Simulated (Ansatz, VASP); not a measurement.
## Two plane-wave programs on ZnS4

```
Zn S
1.0
     2.72000   -2.72000    0.00000
     2.72000    2.72000    0.00000
    -2.71949    0.00000    7.03210
Zn S
1 4
Cartesian
  0.0000 0.0000 0.0000
  1.3604 1.3600 5.6819
  2.0403 0.0054 4.2896
  1.3601 1.3600 1.3502
  0.6802 0.0054 2.7425
```

Alike in both runs: task relaxation of cell and atoms; functional PBE; k mesh 4 × 4 × 3; occupations gaussian, width 0.2 eV; no spin polarisation.

|  | VASP | Ansatz |
| --- | --- | --- |
| version | VASP 6.6.1 | Ansatz 0.2.0 |
| potentials or method | VASP PAW PBE potentials, release 64 (Zn, S), cutoff 600 eV | scalar-relativistic, plane waves, PAW |
| valence electrons in the cell | 36 | 36 |

|  | VASP | Ansatz | Ansatz less VASP |
| --- | --- | --- | --- |
| gap on the k mesh at the Fermi level, each at its own relaxed structure (eV) | 1.55 | 1.54 | -0.011 |
| relaxed volume (Å³/atom) | 21.84 | 22.51 | +0.670 |
| relaxed cell length with the largest relative difference (Å) | 3.987 | 4.026 | +0.0393 |

The k mesh is coarse, so the values compare programs but aren't converged.
